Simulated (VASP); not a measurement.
# Ir (P6_3/mmc) in VASP: notebook

The runs below take Ir through single point, relaxation of cell and atoms, with PBE.

All numbers are computed with VASP 6.6.1; they aren't measurements. Logs are shortened: lines on timing, memory, paths and dates and some standing lists are left out, and cuts for length are marked.

## Step 1: The cell of the first run

Symmetry: P6_3/mmc, No. 194, hexagonal system. The conventional cell has a = 2.749 Å, b = 2.749 Å, c = 4.450 Å, α = 90.00°, β = 90.00°, γ = 120.00°. Ir (site symmetry -6m2) has 12 Ir at 2.73 to 2.75 Å within 3.6 Å.

This isn't the form of Ir at room conditions, which is fcc.

## Step 2: Single point, PBE

The input, INCAR:

```
PREC     = Accurate       # precision mode
ENCUT    = 520            # plane-wave cutoff, eV
EDIFF    = 1E-6           # SCF threshold, eV
ISMEAR   = -1             # smearing method
SIGMA    = 0.05           # smearing width, eV
LREAL    = False          # projectors in reciprocal space
LASPH    = True           # aspherical terms in the spheres
NELM     = 60             # most SCF steps
ALGO     = Normal         # electronic algorithm
ISIF     = 2              # what is computed and relaxed
LWAVE    = False          # write WAVECAR
LCHARG   = False          # write CHGCAR
GGA      = PE             # functional
NBANDS   = 16             # bands
```

The input, KPOINTS:

```
regular mesh
0
Gamma
  17 17 9
```

The input, POSCAR:

```
Ir
1.0
    2.7493257706      0.0000000000      0.0000000000
   -1.3746628853      2.3809859606      0.0000000000
    0.0000000000      0.0000000000      4.4497555383
Ir
2
Direct
    0.3333333333      0.6666666667      0.2500000000
    0.6666666667      0.3333333333      0.7500000000
```

Potentials or basis: VASP PAW PBE potentials, release 64 (Ir).

Run with:

```bash
$ cat potpaw_PBE.64/Ir/POTCAR > POTCAR
$ mpirun -np 1 vasp_std > vasp.out
```

OUTCAR:

```text
PREC = Accurate
   ENCUT = 520
   EDIFF = 1E-6
   ISMEAR = -1
   LREAL = False
   LASPH = True
   NELM = 60
   ISIF = 2
   GGA = PE

 ion  position               nearest neighbor table
   1  0.333  0.667  0.250-   2 2.73   2 2.73   2 2.73   2 2.73   2 2.73   2 2.73
   2  0.667  0.333  0.750-   1 2.73   1 2.73   1 2.73   1 2.73   1 2.73   1 2.73

  LATTYP: Found a hexagonal cell.
 ALAT       =     2.7493257706
 C/A-ratio  =     1.6184897352

  Lattice vectors:

 A1 = (   2.7493257706,   0.0000000000,   0.0000000000)
 A2 = (  -1.3746628853,   2.3809859606,   0.0000000000)
 A3 = (   0.0000000000,   0.0000000000,   4.4497555383)

Analysis of symmetry for initial positions (statically):
=====================================================================
 Subroutine PRICEL returns:
 Original cell was already a primitive cell.

 Routine SETGRP: Setting up the symmetry group for a
 hexagonal supercell.

 Subroutine GETGRP returns: Found 24 space group operations
 (whereof 12 operations were pure point group operations)
 out of a pool of 24 trial point group operations.

The static configuration has the point symmetry D_3d.
 The point group associated with its full space group is D_6h.

Analysis of symmetry for dynamics (positions and initial velocities):
=====================================================================
 Subroutine PRICEL returns:
 Original cell was already a primitive cell.

 Routine SETGRP: Setting up the symmetry group for a
 hexagonal supercell.

 Subroutine GETGRP returns: Found 24 space group operations
 (whereof 12 operations were pure point group operations)
 out of a pool of 24 trial point group operations.

The dynamic configuration has the point symmetry D_3d.
 The point group associated with its full space group is D_6h.

 Subroutine INISYM returns: Found 24 space group operations
 (whereof 12 operations are pure point group operations),
 and found     1 'primitive' translations

----------------------------------------------------------------------------------------

                                     Primitive cell

  volume of cell :      29.1286

  direct lattice vectors                    reciprocal lattice vectors
     2.749325771  0.000000000  0.000000000     0.363725540  0.209997038  0.000000000
    -1.374662885  2.380985961  0.000000000     0.000000000  0.419994077  0.000000000
     0.000000000  0.000000000  4.449755538     0.000000000  0.000000000  0.224731447

  length of vectors
     2.749325771  2.749325771  4.449755538     0.419994077  0.419994077  0.224731447

  position of ions in fractional coordinates (direct lattice)
[... 79 lines left out ...]
   EDIFF  = 0.1E-05   stopping-criterion for ELM
   LREAL  =      F    real-space projection
   EDIFFG = 0.1E-04   stopping-criterion for IOM
   NSW    =      0    number of steps for IOM
   IBRION =     -1    ionic relax: 0-MD 1-quasi-New 2-CG
   NFREE  =      0    steps in history (QN), initial steepest desc. (CG)
   ISIF   =      2    stress and relaxation
   ISYM   =      2    0-nonsym 1-usesym 2-fastsym
   POTIM  = 0.5000    time-step for ionic-motion
   TEBEG  =    0.0;   TEEND  =   0.0 temperature during run
   PSTRESS=    0.0 pullay stress
   NELECT =      18.0000    total number of electrons
   NUPDOWN=      -1.0000    fix difference up-down
   EMIN   =  10.00;   EMAX   =-10.00  energy-range for DOS
   EFERMI =   0.00;   METHOD = LEGACY
   ISMEAR =    -1;   SIGMA  =   0.05  broadening in eV -4-tet -1-fermi 0-gaus
   EFERMI_NEDOS =   21; number of points for ismear=-14 and -15
   IALGO  =     38    algorithm
   IMIX   =      4    mixing-type and parameters
     AMIX     =   0.40;   BMIX     =  1.00
     AMIX_MAG =   1.60;   BMIX_MAG =  1.00
  volume/ion in A,a.u.               =      14.56        98.28
  Fermi-wavevector in a.u.,A,eV,Ry     =   1.394417  2.635066 26.455143  1.944398
  Thomas-Fermi vector in A             =   2.517968
   LORBIT       =      0    0 simple, 1 ext, 2 COOP (PROOUT), +10 PAW based schemes
   GGA     = PE    functional components
   LHFCALC =     F    Hartree Fock is set to
   AEXX    =    0.0000 exact exchange contribution
   IVDW    =     0    specifies the selected vdW correction
   LEPSILON=     F    determine dielectric tensor
   LRPA    =     F    only Hartree local field effects (RPA)
 non-spin polarized calculation
  energy-cutoff  :      520.00
  volume of cell :       29.13
 maximum number of plane-waves:       795
   NGX = 11   NGY = 11   NGZ = 17

 number of electron      18.0000000 magnetization

 Free energy of the ion-electron system (eV)
  ---------------------------------------------------
  ext. energy  EPLUGINS =         0.00000000
  ---------------------------------------------------
  free energy    TOTEN  =       -17.56147326 eV

  energy without entropy =      -17.54238119  energy(sigma->0) =      -17.55192723

 E-fermi :  10.0178     XC(G=0): -13.8153

 val. band max:       10.0119502298   @ k =   0.2941   0.2941   0.3333
 cond. band min:      10.0287849534   @ k =   0.2353   0.0588   0.4444
 fundamental gap:      0.0168347236
 Fermi energy:        10.0178030192

 k-point     1 :       0.0000    0.0000    0.0000
  band No.  band energies     occupation
      1      -0.9002      2.00000
      2       2.1415      2.00000
      3       6.2574      2.00000
      4       6.3407      2.00000
      5       6.3407      2.00000
      6       6.9743      2.00000
[... 433 lines left out ...]
      3       4.5418      2.00000
      4       4.5602      2.00000
      5       6.0590      2.00000
      6       6.3312      2.00000
[... 8 lines left out ...]
     15      22.1749      0.00000
     16      25.8916      0.00000

 [... further k-points ...]

------------------------ aborting loop because EDIFF is reached ----------------------------------------

  FORCE on cell =-STRESS in cart. coord.  units (eV):
  Direction    XX          YY          ZZ          XY          YZ          ZX
  --------------------------------------------------------------------------------------
  -------------------------------------------------------------------------------------
  Total        0.0864607      0.0864607      0.0933531      0.0000000      0.0000000      0.0000000
  in kB        4.7556503      4.7556503      5.1347584      0.0000000      0.0000000      0.0000000
  external PRESSURE =       4.8820197 kB  Pullay stress =       0.0000000 kB

 VOLUME and BASIS-vectors are now :
 -----------------------------------------------------------------------------
  energy-cutoff  :      520.00
  volume of cell :       29.13
      direct lattice vectors                 reciprocal lattice vectors
     2.749325771  0.000000000  0.000000000     0.363725540  0.209997038  0.000000000
    -1.374662885  2.380985961  0.000000000     0.000000000  0.419994077  0.000000000
     0.000000000  0.000000000  4.449755538     0.000000000  0.000000000  0.224731447

 POSITION                                       TOTAL-FORCE (eV/Angst)
 -----------------------------------------------------------------------------------
     -0.00000      1.58732      1.11244        -0.000000     -0.000000      0.000000
      1.37466      0.79366      3.33732         0.000000      0.000000      0.000000
 -----------------------------------------------------------------------------------
    total drift:                               -0.000000      0.000000     -0.000000

  FREE ENERGIE OF THE ION-ELECTRON SYSTEM (eV)
  ---------------------------------------------------
  free  energy   TOTEN  =       -17.5614732603 eV

  energy  without entropy=      -17.5423811927  energy(sigma->0) =      -17.55192723
```

stdout:

```text
POSCAR found type information on POSCAR Ir
 POSCAR found :  1 types and       2 ions
 scaLAPACK will be used
 LDA part: xc-table for (Slater+PW92), standard interpolation
 POSCAR, INCAR and KPOINTS ok, starting setup
 FFT: planning ... GRIDC
 FFT: planning ... GRID_SOFT
 FFT: planning ... GRID
 WAVECAR not read
 entering main loop
```

It took 1.7 min on 1 thread of Intel Xeon 8259CL, shared host; peak memory 0.19 GiB.

What came out:

```yaml
Free_energy: -17.5615 eV
Pressure: 0.5 GPa
Band_gap_on_the_k_mesh: zero (bands 9 and 10 overlap by 3.14 eV)
```

Caveat: spin-orbit coupling is left out, which moves the levels of the heavy elements.

## Step 3: Single point, PBE

This run uses another cell than the first one, of 16.33 Å³/atom.

The input, INCAR:

```
SYSTEM = Ir
ALGO = Normal
EDIFF = 1E-6
ENCUT = 520
GGA = PE
ISIF = 2
ISMEAR = -1
LASPH = .TRUE.
LCHARG = .FALSE.
LREAL = .FALSE.
LWAVE = .FALSE.
NBANDS = 16
NELM = 60
PREC = Accurate
SIGMA = 0.05
```

The input, KPOINTS:

```
k-points
0
G
  17 17 9
  0 0 0
```

The input, POSCAR:

```
Ir
1.0
    2.8600251965      0.0000000000      0.0000000000
   -1.4300125983      2.4768544757      0.0000000000
    0.0000000000      0.0000000000      4.6099949023
Ir
2
Direct
    0.3333333333      0.6666666667      0.2500000000
    0.6666666667      0.3333333333      0.7500000000
```

Potentials or basis: VASP PAW PBE potentials, release 64 (Ir).

Run with:

```bash
$ cat potpaw_PBE.64/Ir/POTCAR > POTCAR
$ mpirun -np 1 vasp_std > vasp.out
```

It took 1.8 min on 1 thread of Intel Xeon 8259CL, shared host; peak memory 0.21 GiB.

The run converged. Its results:

- Free energy: -17.2080 eV
- Pressure: -29.0 GPa
- Band gap on the k mesh: zero (bands 9 and 10 overlap by 2.59 eV)

Levels at points of the mesh, in eV from the Fermi level:
```
           k point  band 5  band 6  band 7  band 8  band 9  band 10  band 11  band 12  band 13  band 14
(0.00, 0.00, 0.00)   -3.06   -2.53   -2.53   -1.95   -1.95    -0.35     0.22     0.22     5.92    14.36
```

Caveat: the cell stands under tension; spin-orbit coupling is left out, which moves the levels of the heavy elements.

## Step 4: Relaxation of cell and atoms, PBE

The input, INCAR:

```
PREC     = Accurate       # precision mode
ENCUT    = 600            # plane-wave cutoff, eV
EDIFF    = 1E-6           # SCF threshold, eV
ISMEAR   = -1             # smearing method
SIGMA    = 0.05           # smearing width, eV
LREAL    = F              # projectors in reciprocal space
LASPH    = T              # aspherical terms in the spheres
NELM     = 60             # most SCF steps
ALGO     = Normal         # electronic algorithm
ISIF     = 3              # what is computed and relaxed
LWAVE    = F              # write WAVECAR
LCHARG   = F              # write CHGCAR
GGA      = PE             # functional
IBRION   = 2              # ionic algorithm
NSW      = 45             # ionic steps
EDIFFG   = -0.005         # ionic threshold
```

The input, KPOINTS:

```
Automatic mesh
0
Gamma
  17 17 9
```

The input, POSCAR:

```
Ir
1.0
    2.7493257706      0.0000000000      0.0000000000
   -1.3746628853      2.3809859606      0.0000000000
    0.0000000000      0.0000000000      4.4497555383
Ir
2
Direct
    0.3333333333      0.6666666667      0.2500000000
    0.6666666667      0.3333333333      0.7500000000
```

Potentials or basis: VASP PAW PBE potentials, release 64 (Ir).

Run with:

```bash
$ cat potpaw_PBE.64/Ir/POTCAR > POTCAR
$ mpirun -np 1 vasp_std > vasp.out
```

OUTCAR:

```text
PREC = Accurate
   ENCUT = 600
   EDIFF = 1E-6
   ISMEAR = -1
   LREAL = F
   LASPH = T
   NELM = 60
   ISIF = 3
   GGA = PE
   IBRION = 2
   NSW = 45
   EDIFFG = -0.005

 ion  position               nearest neighbor table
   1  0.333  0.667  0.250-   2 2.73   2 2.73   2 2.73   2 2.73   2 2.73   2 2.73
   2  0.667  0.333  0.750-   1 2.73   1 2.73   1 2.73   1 2.73   1 2.73   1 2.73

  LATTYP: Found a hexagonal cell.
 ALAT       =     2.7493257706
 C/A-ratio  =     1.6184897352

  Lattice vectors:

 A1 = (   2.7493257706,   0.0000000000,   0.0000000000)
 A2 = (  -1.3746628853,   2.3809859606,   0.0000000000)
 A3 = (   0.0000000000,   0.0000000000,   4.4497555383)

Analysis of symmetry for initial positions (statically):
=====================================================================
 Subroutine PRICEL returns:
 Original cell was already a primitive cell.

 Routine SETGRP: Setting up the symmetry group for a
[... 190 lines left out ...]
      9       7.7195      2.00000
     10       9.2952      2.00000
     11      10.2806      0.01037
     12      10.2806      0.01037
     13      16.8689      0.00000
[... 439 lines left out ...]
--------------------------------------- Ionic step        3  -------------------------------------------

 number of electron      17.9999998 magnetization

 Free energy of the ion-electron system (eV)
  ---------------------------------------------------
  ext. energy  EPLUGINS =         0.00000000
  ---------------------------------------------------
  free energy    TOTEN  =       -17.56198264 eV

  energy without entropy =      -17.54282817  energy(sigma->0) =      -17.55240541

 E-fermi :   9.9897     XC(G=0): -13.8056

 val. band max:        9.9838917888   @ k =   0.2941   0.2941   0.3333
 cond. band min:      10.0007039796   @ k =   0.2353   0.0588   0.4444
 fundamental gap:      0.0168121908
 Fermi energy:         9.9897392087

 k-point     1 :       0.0000    0.0000    0.0000
  band No.  band energies     occupation
      1      -0.9106      2.00000
      2       2.1307      2.00000
      3       6.2386      2.00000
      4       6.3223      2.00000
      5       6.3223      2.00000
      6       6.9540      2.00000
      7       6.9540      2.00000
      8       7.6977      2.00000
      9       7.6977      2.00000
     10       9.2714      2.00000
     11      10.2520      0.01050
     12      10.2520      0.01050
     13      16.8253      0.00000
[... 397 lines left out ...]
  FREE ENERGIE OF THE ION-ELECTRON SYSTEM (eV)
  ---------------------------------------------------
  free  energy   TOTEN  =       -17.5619826373 eV

  energy  without entropy=      -17.5428281745  energy(sigma->0) =      -17.55240541

 reached required accuracy - stopping structural energy minimisation
```

OSZICAR:

```text
N       E                     dE             d eps       ncg     rms          rms(c)
DAV:   1     0.165127052463E+03    0.16513E+03   -0.94062E+03  4290   0.156E+03
DAV:   2    -0.112299502623E+02   -0.17636E+03   -0.16279E+03  4365   0.387E+02
[... 17 lines left out ...]
   2 F= -.17560874E+02 E0= -.17551185E+02  d E =0.102535E-02
       N       E                     dE             d eps       ncg     rms          rms(c)
DAV:   1    -0.175656616346E+02   -0.47875E-02   -0.12372E-01  4335   0.533E+00    0.525E-01
DAV:   2    -0.175623008323E+02    0.33608E-02   -0.64438E-03  4580   0.112E+00    0.182E-01
DAV:   3    -0.175619727352E+02    0.32810E-03   -0.11594E-03  5340   0.443E-01    0.659E-02
DAV:   4    -0.175619835775E+02   -0.10842E-04   -0.50420E-05  4420   0.807E-02    0.845E-03
DAV:   5    -0.175619826373E+02    0.94025E-06   -0.36757E-06  4615   0.224E-02
   3 F= -.17561983E+02 E0= -.17552405E+02  d E =-.830719E-04
```

CONTCAR:

```text
Ir
   1.00000000000000
     2.7507862082205263   -0.0000000000000000    0.0000000000000000
    -1.3753931041102632    2.3822507366799881   -0.0000000000000000
     0.0000000000000000   -0.0000000000000000    4.4522800060442034
  Ir
     2
Direct
     0.3333333332999970    0.6666666667000030    0.2500000000000000
     0.6666666667000030    0.3333333332999970    0.7500000000000000

  0.00000000E+00  0.00000000E+00  0.00000000E+00
  0.00000000E+00  0.00000000E+00  0.00000000E+00
```

Run time: 3 min. Hardware: 1 thread of Intel Xeon 8259CL, shared host; peak memory 0.21 GiB.

Results:

- Free energy: -17.5620 eV
- Relaxed volume: 14.59 Å³/atom
- Relaxed cell: a = 2.751 Å, b = 2.751 Å, c = 4.452 Å, α = 90.00°, β = 90.00°, γ = 120.00°
- Space group after relaxing (to 0.1 Å): P6_3/mmc (No. 194)
- Energy gained by relaxing: 0.0 meV/atom
- Ionic steps: 3
- Pressure after relaxing: 0.0 GPa
- Band gap on the k mesh: zero (bands 9 and 10 overlap by 3.13 eV)

Final structure:
```
CELL_PARAMETERS angstrom
2.75079 0.00000 0.00000
-1.37539 2.38225 0.00000
0.00000 0.00000 4.45228
ATOMIC_POSITIONS crystal
Ir 0.33333 0.66667 0.25000
Ir 0.66667 0.33333 0.75000
```

Caveat: spin-orbit coupling is left out, which moves the levels of the heavy elements.

## Step 5: Summary

```tsv
task	cell	cutoff (eV)	gap on the mesh (eV)	pressure (GPa)
single point	a = 2.749, b = 2.749, c = 4.450 Å, angles 90.0, 90.0, 120.0°, 2 atoms	520	none	0.5
single point	a = 2.860, b = 2.860, c = 4.610 Å, angles 90.0, 90.0, 120.0°, 2 atoms	520	none	-29.0
relaxation of cell and atoms	relaxed from a = 2.749, b = 2.749, c = 4.450 Å, angles 90.0, 90.0, 120.0°, 2 atoms	600	none	0.0
```

Alike in all rows: level PBE; potentials or basis VASP PAW PBE potentials, release 64 (Ir); no spin polarisation; k mesh 17 × 17 × 9; smearing fermi-dirac 0.05 eV.

Caveats: spin-orbit coupling is left out, which moves the levels of the heavy elements; the cell stands under tension (at least some runs).

Absolute energies hang on the potentials; compare differences alone.
